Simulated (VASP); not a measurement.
# Hg3F2 (P-3m1) in VASP: single point with PBE

Aim: the single point of Hg3F2 with PBE.

Program: VASP 6.6.1. These are calculated values, not measurements. Logs are shortened: lines on timing, memory, paths and dates and some standing lists are left out, and cuts for length are marked.

## 1. The cell of the first run

Symmetry: P-3m1, No. 164, trigonal system. The conventional cell has a = 4.018 Å, b = 4.018 Å, c = 7.146 Å, α = 90.00°, β = 90.00°, γ = 120.00°. Within 4.1 Å of Hg (site symmetry -3m) lie 12 Hg at 2.99 to 4.02 Å and 6 F at 3.61 Å. Within 3.3 Å of Hg (site symmetry 3m) lie 4 F at 2.48 to 2.49 Å and 3 Hg at 2.99 Å. F (site symmetry 3m) has 4 Hg at 2.48 to 2.49 Å and 3 F at 2.82 Å within 3.3 Å.

## 2. Single point, PBE

Input file INCAR:

```
SYSTEM = Hg3F2
ALGO     = Normal         ! electronic algorithm
EDIFF    = 1E-7           ! SCF threshold, eV
ENCUT    = 520            ! plane-wave cutoff, eV
GGA      = PE             ! functional
ISIF     = 2              ! what is computed and relaxed
ISMEAR   = 0              ! smearing method
LASPH    = .True.         ! aspherical terms in the spheres
LCHARG   = .False.        ! write CHGCAR
LREAL    = .False.        ! projectors in reciprocal space
LWAVE    = .False.        ! write WAVECAR
NBANDS   = 33             ! bands
NELM     = 100            ! most SCF steps
PREC     = Accurate       ! precision mode
SIGMA    = 0.1            ! smearing width, eV
```

Input file KPOINTS:

```
k-points
0
Gamma
  12 12 6
  0 0 0
```

Input file POSCAR:

```
Hg3F2
1.0
    4.0179134603      0.0000000000      0.0000000000
   -2.0089567301      3.4796151268      0.0000000000
    0.0000000000      0.0000000000      7.1463131439
Hg F
3 2
Direct
    0.0000000000      0.0000000000      0.0000000000
    0.3333333333      0.6666666667      0.7355082545
    0.6666666667      0.3333333333      0.2644917455
    0.3333333333      0.6666666667      0.3877453369
    0.6666666667      0.3333333333      0.6122546631
```

Potentials or basis: VASP PAW PBE potentials, release 64 (Hg, F).

Launch:

```
$ cat potpaw_PBE.64/Hg/POTCAR potpaw_PBE.64/F/POTCAR > POTCAR
$ mpirun -np 1 vasp_std > vasp.out
```

OUTCAR:

```text
SYSTEM = Hg3F2
   EDIFF = 1E-7
   ENCUT = 520
   GGA = PE
   ISIF = 2
   ISMEAR = 0
   LASPH = .True.
   LREAL = .False.
   NELM = 100
   PREC = Accurate

 ion  position               nearest neighbor table
   1  0.000  0.000  0.000-   2 2.99   3 2.99   2 2.99   3 2.99   3 2.99   2 2.99
   2  0.333  0.667  0.736-   5 2.48   5 2.48   5 2.48   4 2.49   1 2.99   1 2.99   1 2.99
   3  0.667  0.333  0.264-   4 2.48   4 2.48   4 2.48   5 2.49   1 2.99   1 2.99   1 2.99
   4  0.333  0.667  0.388-   3 2.48   3 2.48   3 2.48   2 2.49
   5  0.667  0.333  0.612-   2 2.48   2 2.48   2 2.48   3 2.49

  LATTYP: Found a hexagonal cell.
 ALAT       =     4.0179134603
 C/A-ratio  =     1.7786130076

  Lattice vectors:

 A1 = (   4.0179134603,   0.0000000000,   0.0000000000)
 A2 = (  -2.0089567301,   3.4796151268,   0.0000000000)
 A3 = (   0.0000000000,   0.0000000000,   7.1463131439)

Analysis of symmetry for initial positions (statically):
=====================================================================
 Subroutine PRICEL returns:
 Original cell was already a primitive cell.

 Routine SETGRP: Setting up the symmetry group for a
 hexagonal supercell.

 Subroutine GETGRP returns: Found 12 space group operations
 (whereof 12 operations were pure point group operations)
 out of a pool of 24 trial point group operations.

The static configuration has the point symmetry D_3d.

Analysis of symmetry for dynamics (positions and initial velocities):
=====================================================================
 Subroutine PRICEL returns:
 Original cell was already a primitive cell.

 Routine SETGRP: Setting up the symmetry group for a
 hexagonal supercell.

 Subroutine GETGRP returns: Found 12 space group operations
 (whereof 12 operations were pure point group operations)
 out of a pool of 24 trial point group operations.

The dynamic configuration has the point symmetry D_3d.

 Subroutine INISYM returns: Found 12 space group operations
 (whereof 12 operations are pure point group operations),
 and found     1 'primitive' translations

----------------------------------------------------------------------------------------

                                     Primitive cell

  volume of cell :      99.9111

  direct lattice vectors                    reciprocal lattice vectors
     4.017913460  0.000000000  0.000000000     0.248885400  0.143694053  0.000000000
    -2.008956730  3.479615127  0.000000000     0.000000000  0.287388106  0.000000000
     0.000000000  0.000000000  7.146313144     0.000000000  0.000000000  0.139932295

  length of vectors
     4.017913460  4.017913460  7.146313144     0.287388106  0.287388106  0.139932295

  position of ions in fractional coordinates (direct lattice)
     0.000000000  0.000000000  0.000000000
     0.333333333  0.666666667  0.735508254
     0.666666667  0.333333333  0.264491746
     0.333333333  0.666666667  0.387745337
     0.666666667  0.333333333  0.612254663

  ion indices of the primitive-cell ions
   primitive index   ion index
                 1           1
                 2           2
                 3           3
                 4           4
                 5           5

----------------------------------------------------------------------------------------

 KPOINTS: k-points

Automatic generation of k-mesh.
 Grid dimensions read from file:
 generate k-points for:   12   12    6

 Generating k-lattice:

  Cartesian coordinates                     Fractional coordinates (reciprocal lattice)
     0.020740450  0.011974504  0.000000000     0.083333333  0.000000000  0.000000000
     0.000000000  0.023949009  0.000000000     0.000000000  0.083333333  0.000000000
     0.000000000  0.000000000  0.023322049     0.000000000  0.000000000  0.166666667

  Length of vectors
     0.023949009  0.023949009  0.023322049

  Shift w.r.t. Gamma in fractional coordinates (k-lattice)
     0.000000000  0.000000000  0.000000000

 Subroutine IBZKPT returns following result:
 ===========================================

 Found    100 irreducible k-points:

 Following reciprocal coordinates:
            Coordinates               Weight
  0.000000  0.000000  0.000000      1.000000
  0.083333  0.000000  0.000000      6.000000
  0.166667  0.000000  0.000000      6.000000
  0.250000  0.000000  0.000000      6.000000
  0.333333  0.000000  0.000000      6.000000
  0.416667  0.000000  0.000000      6.000000
[... 16 lines left out ...]
  0.166667  0.000000  0.166667      6.000000
  0.000000  0.166667  0.166667      6.000000
 [... further k-points ...]
   k-points           NKPTS =    100   k-points in BZ     NKDIM =    100   number of bands    NBANDS=     33
   number of dos      NEDOS =    301   number of ions     NIONS =      5
   total plane-waves  NPLWV =  48600
   dimension x,y,z NGX =    30 NGY =   30 NGZ =   54
   dimension x,y,z NGXF=    60 NGYF=   60 NGZF=  108
   ions per type =               3   2
   NGX,Y,Z   is equivalent  to a cutoff of  12.41, 12.41, 12.56 a.u.
   NGXF,Y,Z  is equivalent  to a cutoff of  24.83, 24.83, 25.12 a.u.
 SYSTEM =  Hg3F2
   PREC   = accura    normal or accurate (medium, high low for compatibility)
   ISTART =      0    job   : 0-new  1-cont  2-samecut
   ICHARG =      2    charge: 1-file 2-atom 10-const
   ISPIN  =      1    spin polarized calculation?
   LNONCOLLINEAR =      F non collinear calculations
   LSORBIT =      F    spin-orbit coupling
   LASPH  =      T    aspherical Exc in radial PAW
   ENCUT  =  520.0 eV  38.22 Ry    6.18 a.u.   7.47  7.47 13.29*2*pi/ulx,y,z
   NELM   =    100;   NELMIN=  2; NELMDL= -5     # of ELM steps
   EDIFF  = 0.1E-06   stopping-criterion for ELM
   LREAL  =      F    real-space projection
   EDIFFG = 0.1E-05   stopping-criterion for IOM
   NSW    =      0    number of steps for IOM
   IBRION =     -1    ionic relax: 0-MD 1-quasi-New 2-CG
   NFREE  =      0    steps in history (QN), initial steepest desc. (CG)
   ISIF   =      2    stress and relaxation
   ISYM   =      2    0-nonsym 1-usesym 2-fastsym
   POTIM  = 0.5000    time-step for ionic-motion
   TEBEG  =    0.0;   TEEND  =   0.0 temperature during run
   PSTRESS=    0.0 pullay stress
   NELECT =      50.0000    total number of electrons
   NUPDOWN=      -1.0000    fix difference up-down
   EMIN   =  10.00;   EMAX   =-10.00  energy-range for DOS
   EFERMI =   0.00;   METHOD = LEGACY
   ISMEAR =     0;   SIGMA  =   0.10  broadening in eV -4-tet -1-fermi 0-gaus
   EFERMI_NEDOS =   21; number of points for ismear=-14 and -15
   IALGO  =     38    algorithm
   IMIX   =      4    mixing-type and parameters
     AMIX     =   0.40;   BMIX     =  1.00
     AMIX_MAG =   1.60;   BMIX_MAG =  1.00
  volume/ion in A,a.u.               =      19.98       134.85
  Fermi-wavevector in a.u.,A,eV,Ry     =   1.299751  2.456174 22.985045  1.689353
  Thomas-Fermi vector in A             =   2.430995
   LORBIT       =      0    0 simple, 1 ext, 2 COOP (PROOUT), +10 PAW based schemes
   GGA     = PE    functional components
   LHFCALC =     F    Hartree Fock is set to
   AEXX    =    0.0000 exact exchange contribution
   IVDW    =     0    specifies the selected vdW correction
   LEPSILON=     F    determine dielectric tensor
   LRPA    =     F    only Hartree local field effects (RPA)
 non-spin polarized calculation
 Gauss-broadening in eV      SIGMA  =   0.10
  energy-cutoff  :      520.00
  volume of cell :       99.91
 maximum number of plane-waves:      2719
 NGX is ok and might be reduce to    30
   NGX = 15   NGY = 15   NGZ = 27

 number of electron      50.0000011 magnetization

 Free energy of the ion-electron system (eV)
  ---------------------------------------------------
  ext. energy  EPLUGINS =         0.00000000
  ---------------------------------------------------
  free energy    TOTEN  =        -8.38718257 eV

  energy without entropy =       -8.38333018  energy(sigma->0) =       -8.38525638

 E-fermi :   0.9771     XC(G=0):  -9.9273

 val. band max:        0.9738343876   @ k =   0.2500   0.2500   0.1667
 cond. band min:       1.0202445554   @ k =   0.2500   0.2500   0.0000
 fundamental gap:      0.0464101678
 Fermi energy:         0.9770615326

 k-point     1 :       0.0000    0.0000    0.0000
  band No.  band energies     occupation
      1     -21.3784      2.00000
      2     -21.0123      2.00000
      3      -6.3187      2.00000
      4      -6.3187      2.00000
      5      -6.1237      2.00000
      6      -5.8565      2.00000
[... 25 lines left out ...]
     32      10.1334      0.00000
     33      10.8522      0.00000

 k-point     2 :       0.0833    0.0000    0.0000
  band No.  band energies     occupation
      1     -21.3712      2.00000
      2     -21.0160      2.00000
      3      -6.3050      2.00000
      4      -6.2906      2.00000
      5      -6.0959      2.00000
      6      -5.8491      2.00000
[... 25 lines left out ...]
     32      10.4562      0.00000
     33      10.7565      0.00000

 k-point     3 :       0.1667    0.0000    0.0000
  band No.  band energies     occupation
      1     -21.3506      2.00000
      2     -21.0275      2.00000
      3      -6.2665      2.00000
      4      -6.2175      2.00000
      5      -6.0323      2.00000
      6      -5.8271      2.00000
[... 25 lines left out ...]
     32      10.0139      0.00000
     33      11.2722      0.00000

 k-point     4 :       0.2500    0.0000    0.0000
  band No.  band energies     occupation
      1     -21.3190      2.00000
      2     -21.0461      2.00000
      3      -6.2101      2.00000
      4      -6.1374      2.00000
      5      -5.9874      2.00000
      6      -5.8378      2.00000
[... 25 lines left out ...]
     32       9.8987      0.00000
     33      10.8892      0.00000

 k-point     5 :       0.3333    0.0000    0.0000
  band No.  band energies     occupation
      1     -21.2817      2.00000
      2     -21.0706      2.00000
      3      -6.1480      2.00000
      4      -6.1071      2.00000
      5      -6.0245      2.00000
      6      -5.8165      2.00000
[... 604 lines left out ...]
 k-point    22 :       0.0000    0.0833    0.1667
  band No.  band energies     occupation
      1     -21.3711      2.00000
      2     -21.0161      2.00000
      3      -6.2838      2.00000
      4      -6.2724      2.00000
      5      -6.0732      2.00000
      6      -5.9213      2.00000
[... 25 lines left out ...]
     32      10.5076      0.00000
     33      10.8018      0.00000

 k-point    23 :       0.1667    0.0000    0.1667
  band No.  band energies     occupation
      1     -21.3504      2.00000
      2     -21.0275      2.00000
      3      -6.2742      2.00000
      4      -6.1845      2.00000
      5      -6.0365      2.00000
      6      -5.9262      2.00000
[... 25 lines left out ...]
     32      10.2108      0.00000
     33      11.7033      0.00000

 k-point    24 :       0.0000    0.1667    0.1667
  band No.  band energies     occupation
      1     -21.3503      2.00000
      2     -21.0275      2.00000
      3      -6.2248      2.00000
      4      -6.2242      2.00000
      5      -5.9927      2.00000
      6      -5.9044      2.00000
[... 25 lines left out ...]
     32       9.9125      0.00000
     33      11.0343      0.00000

 [... further k-points ...]

------------------------ aborting loop because EDIFF is reached ----------------------------------------

  FORCE on cell =-STRESS in cart. coord.  units (eV):
  Direction    XX          YY          ZZ          XY          YZ          ZX
  --------------------------------------------------------------------------------------
  -------------------------------------------------------------------------------------
  Total        0.1526515      0.1526515      0.2154300      0.0000000     -0.0000000     -0.0000000
  in kB        2.4479231      2.4479231      3.4546405      0.0000000     -0.0000000     -0.0000000
  external PRESSURE =       2.7834956 kB  Pullay stress =       0.0000000 kB

 VOLUME and BASIS-vectors are now :
 -----------------------------------------------------------------------------
  energy-cutoff  :      520.00
  volume of cell :       99.91
      direct lattice vectors                 reciprocal lattice vectors
     4.017913460  0.000000000  0.000000000     0.248885400  0.143694053  0.000000000
    -2.008956730  3.479615127  0.000000000     0.000000000  0.287388106  0.000000000
     0.000000000  0.000000000  7.146313144     0.000000000  0.000000000  0.139932295

 POSITION                                       TOTAL-FORCE (eV/Angst)
 -----------------------------------------------------------------------------------
      0.00000      0.00000      0.00000         0.000000      0.000000     -0.000000
     -0.00000      2.31974      5.25617        -0.000000     -0.000000      0.007480
      2.00896      1.15987      1.89014         0.000000      0.000000     -0.007480
     -0.00000      2.31974      2.77095         0.000000      0.000000     -0.000642
      2.00896      1.15987      4.37536        -0.000000     -0.000000      0.000642
 -----------------------------------------------------------------------------------
    total drift:                               -0.000000      0.000000     -0.000000

  FREE ENERGIE OF THE ION-ELECTRON SYSTEM (eV)
  ---------------------------------------------------
  free  energy   TOTEN  =        -8.3871825666 eV

  energy  without entropy=       -8.3833301844  energy(sigma->0) =       -8.38525638
```

Wall time 4.1 min (1 thread of Intel Xeon Platinum 8375C at 2.90GHz (Ice Lake), shared host); peak memory 0.39 GiB.

Results:

```yaml
Free_energy: -8.3872 eV
Pressure: 0.3 GPa
Largest_force: 0.007 eV/Å
Band_gap_on_the_k_mesh: zero (bands 25 and 26 overlap by 0.55 eV)
```

Forces in eV/Å, atoms in the order of the input:
```
Hg   0.000  0.000  0.000
Hg   0.000  0.000  0.007
Hg   0.000  0.000 -0.007
F    0.000  0.000 -0.001
F    0.000  0.000  0.001
```

Caveat: spin-orbit coupling is left out, which moves the levels of the heavy elements.
